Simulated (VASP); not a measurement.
Input of a VASP 6.6.1 run:

File POSCAR:

```
HgTe
1.0
    0.0000000000      3.3072793109      3.3072793109
    3.3072793109      0.0000000000      3.3072793109
    3.3072793109      3.3072793109      0.0000000000
Hg Te
1 1
Direct
    0.0000000000      0.0000000000      0.0000000000
    0.2500000000      0.2500000000      0.2500000000
```

INCAR.step1

```
  PREC = Accurate
  ENCUT = 520
  ISMEAR = 0
  SIGMA = 0.05
  LREAL = False
  LASPH = True
  NELM = 80
  NBANDS = 16
  GGA = PE
  ALGO = Normal
  EDIFF = 1E-4
  LWAVE = True
  LCHARG = False
```

File INCAR.step2:

```
  PREC = Accurate
  ENCUT = 520
  EDIFF = 1E-7
  ISMEAR = 0
  SIGMA = 0.05
  LREAL = False
  LASPH = True
  NELM = 80
  ALGO = Normal
  ISIF = 2
  LWAVE = False
  LCHARG = False
  METAGGA = R2SCAN
  LMIXTAU = True
  LUSE_VDW = True
  IVDW_NL = 2
  BPARAM = 11.95
  CPARAM = 0.0093
  NBANDS = 16
  ISTART = 1
```

KPOINTS

```
regular mesh
0
Gamma
  6 6 6
```

Potentials or basis: VASP PAW PBE potentials, release 64 (Hg, Te).

Command:

```sh
$ cat potpaw_PBE.64/Hg/POTCAR potpaw_PBE.64/Te/POTCAR > POTCAR
$ cp INCAR.step1 INCAR
$ mpirun -np 1 vasp_std > vasp.out
$ cp INCAR.step2 INCAR
$ mpirun -np 1 vasp_std > vasp.out
```

Problem. Predict the pressure.

Solution. -1.3 GPa.

Problem. What does it give for the band gap on the k mesh?

Solution. Zero (filled and empty bands touch).

Caveat: the PAW data sets were made with another functional, which shifts forces and pressure a little; spin-orbit coupling is left out, which moves the levels of the heavy elements.
